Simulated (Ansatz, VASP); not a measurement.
One calculation of Pb, two programs

```
Pb
1.0
     0.00000    2.50759    2.50759
     2.50759    0.00000    2.50759
     2.50759    2.50759    0.00000
Pb
1
Direct
  0.00000 0.00000 0.00000
```

Alike in both runs: task single point; functional BLYP; dispersion D4; k mesh 9 × 9 × 9; occupations fermi-dirac, width 0.05 eV; no spin polarisation.

|  | VASP | Ansatz |
| --- | --- | --- |
| version | VASP 6.6.1 | Ansatz 0.2.0 |
| potentials or method | VASP PAW PBE potentials, release 64 (Pb_d) | Ansatz PAW |
| plane-wave cutoff (eV) | 520 | 420 |
| valence electrons in the cell | 14 | 14 |

|  | VASP | Ansatz | Ansatz less VASP |
| --- | --- | --- | --- |
| gap on the k mesh at the Fermi level (eV) | none | none | - |
| pressure (GPa) | 0.1 | 0.0 | -0.10 |

VASP's potentials were made for PBE, not for BLYP. A gap of «none» marks a metal or a gap that the smearing closes.

Neither program's run includes spin-orbit coupling.
